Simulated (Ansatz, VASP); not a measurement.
**One calculation of CaCuH2, two programs**

Contents of INCAR:

```
  PREC = Accurate
  ENCUT = 600
  EDIFF = 1E-7
  ISMEAR = 0
  SIGMA = 0.1
  LREAL = F
  LASPH = T
  NELM = 80
  ALGO = Normal
  ISIF = 3
  LWAVE = F
  LCHARG = F
  GGA = PE
  IBRION = 2
  NSW = 90
  EDIFFG = -0.04
```

KPOINTS

```
regular mesh
0
Gamma
  6 6 6
```

File POSCAR:

```
CaCuH2
1.0
    3.6248057445      0.0000000000      0.0000000000
    0.0000000000      3.6248057445      0.0000000000
    0.0000000000      0.0000000000      3.4800428453
Ca Cu H
1 1 2
Direct
    0.0000000000      0.0000000000      0.0000000000
    0.5000000000      0.5000000000      0.5000000000
    0.0000000000      0.5000000000      0.5000000000
    0.5000000000      0.0000000000      0.5000000000
```

Input for Ansatz:

```yaml
crystal:
  lattice:
    - [3.6248057445, 0.0, 0.0]
    - [0.0, 3.6248057445, 0.0]
    - [0.0, 0.0, 3.4800428453]
  atoms:
    - { symbol: Ca, position: [0.0, 0.0, 0.0] }
    - { symbol: Cu, position: [0.5, 0.5, 0.5] }
    - { symbol: H, position: [0.0, 0.5, 0.5] }
    - { symbol: H, position: [0.5, 0.0, 0.5] }
basis:
  ecutwfc: 420
kpoints:
  mp_grid: { grid: [6, 6, 6] }
hamiltonian:
  xc: pbe
scf:
  occupations: { method: gaussian, width: 0.1 }
  lower_state_search: "off"
output:
  forces: true
  stress: true
  eigenvalues: true
relax:
  adjacent_minimum: "off"
  f_tol: 0.04
  max_steps: 70
  cell: { stress_tol: 0.4 }
```

Change from the starting cell: species swapped into the InAgTe2 type (P-4m2, No. 115).

Alike in both runs: task relaxation of cell and atoms; functional PBE; k mesh 6 × 6 × 6; occupations gaussian, width 0.1 eV; no spin polarisation.

```csv
,VASP,Ansatz
version,VASP 6.6.1,Ansatz 0.2.0
potentials or method,"VASP PAW PBE potentials, release 64 (Ca_sv, Cu, H), cutoff 600 eV","scalar-relativistic, plane waves, PAW"
valence electrons in the cell,23,31
```

|  | VASP | Ansatz | Ansatz less VASP |
| --- | --- | --- | --- |
| gap on the k mesh at the Fermi level, each at its own relaxed structure (eV) | none | none | - |
| relaxed volume (Å³/atom) | 11.43 | 11.43 | 0.000 |
| relaxed cell length with the largest relative difference (Å) | 3.480 | 3.480 | 0.0000 |

A gap of «none» marks a metal or a gap that the smearing closes. VASP's potentials hold 23 valence electrons a cell and Ansatz's 31, so a difference there can come from the potentials and not from the codes.

Noted on VASP's run: the relaxation stopped at its first step, so nothing moved.
